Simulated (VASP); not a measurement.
# Pt (P6/mmm) in VASP: notebook

Runs on Pt. Level: RPBE. Tasks: single point.

Program: VASP 6.6.1. These are calculated values, not measurements. Logs are shortened: lines on timing, memory, paths and dates and some standing lists are left out, and cuts for length are marked.

### 1 The cell of the first run

It takes space group P6/mmm (No. 191, hexagonal). The conventional cell has a = 4.370 Å, b = 4.370 Å, c = 2.606 Å, α = 90.00°, β = 90.00°, γ = 120.00°. Pt (site symmetry 6/mmm) has 14 Pt at 2.61 to 2.84 Å within 3.4 Å. Within 3.3 Å of Pt (site symmetry -6m2) lie 11 Pt at 2.52 to 2.84 Å.

### 2 Single point, RPBE (volume scaled by 0.88)

Contents of INCAR:

```
SYSTEM = Pt
ALGO = Normal ; EDIFF = 1E-6
ENCUT = 520 ; GGA = RP
ISIF = 2 ; ISMEAR = -1
LASPH = .True. ; LCHARG = .False.
LREAL = .False. ; LWAVE = .False.
NBANDS = 22 ; NELM = 80
PREC = Accurate ; SIGMA = 0.1
```

Contents of KPOINTS:

```
k-points
0
Gamma
  9 9 13
  0 0 0
```

Contents of POSCAR:

```
Pt
1.0
    4.3704203124      0.0000000000      0.0000000000
   -2.1852101562      3.7848950157      0.0000000000
    0.0000000000      0.0000000000      2.6060041875
Pt
3
Direct
    0.0000000000      1.0000000000      0.0000000000
    0.3333333333      0.6666666667      0.5000000000
    0.6666666667      0.3333333333      0.5000000000
```

Potentials or basis: VASP PAW PBE potentials, release 64 (Pt).

Run with:

```sh
cat potpaw_PBE.64/Pt/POTCAR > POTCAR
mpirun -np 1 vasp_std > vasp.out
```

OUTCAR:

```text
SYSTEM = Pt
   EDIFF = 1E-6
   ENCUT = 520
   GGA = RP
   ISIF = 2
   ISMEAR = -1
   LASPH = .True.
   LREAL = .False.
   NELM = 80
   PREC = Accurate

 ion  position               nearest neighbor table
   1  0.000  0.000  0.000-   2 2.84   3 2.84   2 2.84   3 2.84   2 2.84   2 2.84   3 2.84   3 2.84
                             3 2.84   3 2.84   2 2.84   2 2.84
   2  0.333  0.667  0.500-   3 2.52   3 2.52   3 2.52   1 2.84   1 2.84   1 2.84   1 2.84   1 2.84
                             1 2.84
   3  0.667  0.333  0.500-   2 2.52   2 2.52   2 2.52   1 2.84   1 2.84   1 2.84   1 2.84   1 2.84
                             1 2.84

  LATTYP: Found a hexagonal cell.
 ALAT       =     4.3704203124
 C/A-ratio  =     0.5962822798

  Lattice vectors:

 A1 = (   4.3704203124,   0.0000000000,   0.0000000000)
 A2 = (  -2.1852101562,   3.7848950157,   0.0000000000)
 A3 = (   0.0000000000,   0.0000000000,   2.6060041875)

Analysis of symmetry for initial positions (statically):
=====================================================================
 Subroutine PRICEL returns:
 Original cell was already a primitive cell.

 Routine SETGRP: Setting up the symmetry group for a
 hexagonal supercell.

 Subroutine GETGRP returns: Found 24 space group operations
 (whereof 24 operations were pure point group operations)
 out of a pool of 24 trial point group operations.

The static configuration has the point symmetry D_6h.

Analysis of symmetry for dynamics (positions and initial velocities):
=====================================================================
 Subroutine PRICEL returns:
 Original cell was already a primitive cell.

 Routine SETGRP: Setting up the symmetry group for a
 hexagonal supercell.

 Subroutine GETGRP returns: Found 24 space group operations
 (whereof 24 operations were pure point group operations)
 out of a pool of 24 trial point group operations.

The dynamic configuration has the point symmetry D_6h.

 Subroutine INISYM returns: Found 24 space group operations
 (whereof 24 operations are pure point group operations),
 and found     1 'primitive' translations

----------------------------------------------------------------------------------------

                                     Primitive cell

  volume of cell :      43.1074

  direct lattice vectors                    reciprocal lattice vectors
     4.370420312  0.000000000  0.000000000     0.228810945  0.132104060  0.000000000
    -2.185210156  3.784895016  0.000000000     0.000000000  0.264208121  0.000000000
     0.000000000  0.000000000  2.606004187     0.000000000  0.000000000  0.383729238

  length of vectors
     4.370420312  4.370420312  2.606004187     0.264208121  0.264208121  0.383729238

  position of ions in fractional coordinates (direct lattice)
     0.000000000  0.000000000  0.000000000
     0.333333333  0.666666667  0.500000000
     0.666666667  0.333333333  0.500000000

  ion indices of the primitive-cell ions
   primitive index   ion index
                 1           1
                 2           2
                 3           3

----------------------------------------------------------------------------------------

 KPOINTS: k-points

Automatic generation of k-mesh.
 Grid dimensions read from file:
 generate k-points for:    9    9   13

 Generating k-lattice:

  Cartesian coordinates                     Fractional coordinates (reciprocal lattice)
     0.025423438  0.014678229  0.000000000     0.111111111  0.000000000  0.000000000
     0.000000000  0.029356458  0.000000000     0.000000000  0.111111111  0.000000000
     0.000000000  0.000000000  0.029517634     0.000000000  0.000000000  0.076923077

  Length of vectors
     0.029356458  0.029356458  0.029517634

  Shift w.r.t. Gamma in fractional coordinates (k-lattice)
     0.000000000  0.000000000  0.000000000

 Subroutine IBZKPT returns following result:
 ===========================================

 Found     84 irreducible k-points:

 Following reciprocal coordinates:
            Coordinates               Weight
  0.000000  0.000000  0.000000      1.000000
  0.111111  0.000000  0.000000      6.000000
  0.222222  0.000000  0.000000      6.000000
  0.333333  0.000000  0.000000      6.000000
  0.444444  0.000000  0.000000      6.000000
  0.111111  0.111111  0.000000      6.000000
[... 16 lines left out ...]
  0.333333  0.222222  0.076923     24.000000
  0.333333  0.333333  0.076923      4.000000
 [... further k-points ...]
   k-points           NKPTS =     84   k-points in BZ     NKDIM =     84   number of bands    NBANDS=     22
   number of dos      NEDOS =    301   number of ions     NIONS =      3
   total plane-waves  NPLWV =  25920
   dimension x,y,z NGX =    36 NGY =   36 NGZ =   20
   dimension x,y,z NGXF=    72 NGYF=   72 NGZF=   40
   ions per type =               3
   NGX,Y,Z   is equivalent  to a cutoff of  13.69, 13.69, 12.76 a.u.
   NGXF,Y,Z  is equivalent  to a cutoff of  27.39, 27.39, 25.52 a.u.
 SYSTEM =  Pt
   PREC   = accura    normal or accurate (medium, high low for compatibility)
   ISTART =      0    job   : 0-new  1-cont  2-samecut
   ICHARG =      2    charge: 1-file 2-atom 10-const
   ISPIN  =      1    spin polarized calculation?
   LNONCOLLINEAR =      F non collinear calculations
   LSORBIT =      F    spin-orbit coupling
   LASPH  =      T    aspherical Exc in radial PAW
   ENCUT  =  520.0 eV  38.22 Ry    6.18 a.u.   8.13  8.13  4.85*2*pi/ulx,y,z
   NELM   =     80;   NELMIN=  2; NELMDL= -5     # of ELM steps
   EDIFF  = 0.1E-05   stopping-criterion for ELM
   LREAL  =      F    real-space projection
   EDIFFG = 0.1E-04   stopping-criterion for IOM
   NSW    =      0    number of steps for IOM
   IBRION =     -1    ionic relax: 0-MD 1-quasi-New 2-CG
   NFREE  =      0    steps in history (QN), initial steepest desc. (CG)
   ISIF   =      2    stress and relaxation
   ISYM   =      2    0-nonsym 1-usesym 2-fastsym
   POTIM  = 0.5000    time-step for ionic-motion
   TEBEG  =    0.0;   TEEND  =   0.0 temperature during run
   PSTRESS=    0.0 pullay stress
   NELECT =      30.0000    total number of electrons
   NUPDOWN=      -1.0000    fix difference up-down
   EMIN   =  10.00;   EMAX   =-10.00  energy-range for DOS
   EFERMI =   0.00;   METHOD = LEGACY
   ISMEAR =    -1;   SIGMA  =   0.10  broadening in eV -4-tet -1-fermi 0-gaus
   EFERMI_NEDOS =   21; number of points for ismear=-14 and -15
   IALGO  =     38    algorithm
   IMIX   =      4    mixing-type and parameters
     AMIX     =   0.40;   BMIX     =  1.00
     AMIX_MAG =   1.60;   BMIX_MAG =  1.00
  volume/ion in A,a.u.               =      14.37        96.97
  Fermi-wavevector in a.u.,A,eV,Ry     =   1.450768  2.741553 28.636547  2.104727
  Thomas-Fermi vector in A             =   2.568342
   LORBIT       =      0    0 simple, 1 ext, 2 COOP (PROOUT), +10 PAW based schemes
   GGA     = RP    functional components
   LHFCALC =     F    Hartree Fock is set to
   AEXX    =    0.0000 exact exchange contribution
   IVDW    =     0    specifies the selected vdW correction
   LEPSILON=     F    determine dielectric tensor
   LRPA    =     F    only Hartree local field effects (RPA)
 non-spin polarized calculation
  energy-cutoff  :      520.00
  volume of cell :       43.11
 maximum number of plane-waves:      1174
 NGX is ok and might be reduce to    36
   NGX = 17   NGY = 17   NGZ =  9

 number of electron      29.9999999 magnetization

 Free energy of the ion-electron system (eV)
  ---------------------------------------------------
  ext. energy  EPLUGINS =         0.00000000
  ---------------------------------------------------
  free energy    TOTEN  =       -15.44041838 eV

  energy without entropy =      -15.28515501  energy(sigma->0) =      -15.36278669

 E-fermi :  12.2338     XC(G=0): -13.7159

 val. band max:       12.2335080656   @ k =   0.3333   0.1111   0.3846
 cond. band min:      12.2343165840   @ k =   0.4444   0.1111   0.0769
 fundamental gap:      0.0008085184
 Fermi energy:        12.2337719175

 k-point     1 :       0.0000    0.0000    0.0000
  band No.  band energies     occupation
      1       1.5703      2.00000
      2       4.9402      2.00000
      3       6.7749      2.00000
      4       7.5098      2.00000
      5       7.5098      2.00000
      6       7.5289      2.00000
[... 14 lines left out ...]
     21      20.0926      0.00000
     22      20.0926      0.00000

 k-point     2 :       0.1111    0.0000    0.0000
  band No.  band energies     occupation
      1       1.7521      2.00000
      2       4.9892      2.00000
      3       6.4824      2.00000
      4       6.8473      2.00000
      5       7.0379      2.00000
      6       7.5107      2.00000
[... 14 lines left out ...]
     21      21.9607      0.00000
     22      22.1192      0.00000

 k-point     3 :       0.2222    0.0000    0.0000
  band No.  band energies     occupation
      1       2.2756      2.00000
      2       5.0573      2.00000
      3       5.8028      2.00000
      4       6.4300      2.00000
      5       6.7669      2.00000
      6       7.3667      2.00000
[... 14 lines left out ...]
     21      23.7936      0.00000
     22      23.9836      0.00000

 k-point     4 :       0.3333    0.0000    0.0000
  band No.  band energies     occupation
      1       3.0683      2.00000
      2       4.7976      2.00000
      3       5.4937      2.00000
      4       6.1224      2.00000
      5       6.6763      2.00000
      6       7.0801      2.00000
[... 14 lines left out ...]
     21      25.3346      0.00000
     22      25.3663      0.00000

 k-point     5 :       0.4444    0.0000    0.0000
  band No.  band energies     occupation
      1       3.9707      2.00000
      2       4.5134      2.00000
      3       4.9607      2.00000
      4       6.2845      2.00000
      5       6.6854      2.00000
      6       6.6903      2.00000
[... 14 lines left out ...]
     21      26.0842      0.00000
     22      26.1646      0.00000

 k-point     6 :       0.1111    0.1111    0.0000
  band No.  band energies     occupation
      1       2.1042      2.00000
      2       5.0552      2.00000
      3       6.0879      2.00000
      4       6.2508      2.00000
      5       6.9234      2.00000
      6       7.5197      2.00000
[... 14 lines left out ...]
     21      23.4009      0.00000
     22      23.4951      0.00000

 k-point     7 :       0.2222    0.1111    0.0000
  band No.  band energies     occupation
      1       2.7562      2.00000
      2       4.9662      2.00000
      3       5.5584      2.00000
      4       5.9888      2.00000
      5       6.7711      2.00000
      6       7.3751      2.00000
[... 324 lines left out ...]
      6       7.1567      2.00000
[... 14 lines left out ...]
     21      26.3186      0.00000
     22      26.4398      0.00000

 k-point    21 :       0.4444    0.1111    0.0769
  band No.  band energies     occupation
      1       4.3461      2.00000
      2       4.7297      2.00000
      3       4.8118      2.00000
      4       6.5687      2.00000
      5       6.6007      2.00000
      6       6.8806      2.00000
[... 14 lines left out ...]
     21      26.1644      0.00000
     22      26.8167      0.00000

 k-point    22 :       0.2222    0.2222    0.0769
  band No.  band energies     occupation
      1       3.5962      2.00000
      2       4.8541      2.00000
      3       5.2899      2.00000
      4       6.1542      2.00000
      5       6.8316      2.00000
      6       7.4048      2.00000
[... 14 lines left out ...]
     21      26.2864      0.00000
     22      26.5219      0.00000

 k-point    23 :       0.3333    0.2222    0.0769
  band No.  band energies     occupation
      1       4.1710      2.00000
      2       4.6747      2.00000
      3       4.9696      2.00000
      4       6.4760      2.00000
      5       6.7144      2.00000
      6       7.1829      2.00000
[... 14 lines left out ...]
     21      26.0971      0.00000
     22      27.2003      0.00000

 k-point    24 :       0.3333    0.3333    0.0769
  band No.  band energies     occupation
      1       4.2163      2.00000
      2       4.8104      2.00000
      3       4.8104      2.00000
      4       6.6493      2.00000
      5       6.6493      2.00000
      6       7.1540      2.00000
[... 14 lines left out ...]
     21      24.1067      0.00000
     22      27.7089      0.00000

 [... further k-points ...]
[... 5 lines left out ...]
  --------------------------------------------------------------------------------------
  -------------------------------------------------------------------------------------
  Total       10.2270568     10.2270568     10.5276776      0.0000000     -0.0000000      0.0000000
  in kB      380.1098268    380.1098268    391.2830253      0.0000000     -0.0000000      0.0000000
  external PRESSURE =     383.8342263 kB  Pullay stress =       0.0000000 kB

 VOLUME and BASIS-vectors are now :
 -----------------------------------------------------------------------------
  energy-cutoff  :      520.00
  volume of cell :       43.11
      direct lattice vectors                 reciprocal lattice vectors
     4.370420312  0.000000000  0.000000000     0.228810945  0.132104060  0.000000000
    -2.185210156  3.784895016  0.000000000     0.000000000  0.264208121  0.000000000
     0.000000000  0.000000000  2.606004187     0.000000000  0.000000000  0.383729238

 POSITION                                       TOTAL-FORCE (eV/Angst)
 -----------------------------------------------------------------------------------
      0.00000      0.00000      0.00000        -0.000000      0.000000      0.000000
     -0.00000      2.52326      1.30300        -0.000000      0.000000     -0.000000
      2.18521      1.26163      1.30300         0.000000     -0.000000      0.000000
 -----------------------------------------------------------------------------------
    total drift:                                0.000000      0.000000     -0.000000

  FREE ENERGIE OF THE ION-ELECTRON SYSTEM (eV)
  ---------------------------------------------------
  free  energy   TOTEN  =       -15.4404183752 eV

  energy  without entropy=      -15.2851550101  energy(sigma->0) =      -15.36278669
```

Run time: 94 s. Hardware: 1 thread of Intel Xeon 6975P-C, shared host; peak memory 0.21 GiB.

What came out:

```yaml
Free_energy: -15.4404 eV
Pressure: 38.4 GPa
Band_gap_on_the_k_mesh: zero (band 15 reaches 13.44 eV, above the bottom of band 16 at 11.92 eV)
```

Caveat: the PAW data sets were made with another functional, which shifts forces and pressure a little; spin-orbit coupling is left out, which moves the levels of the heavy elements.

(Continued in part 2 of 2.)
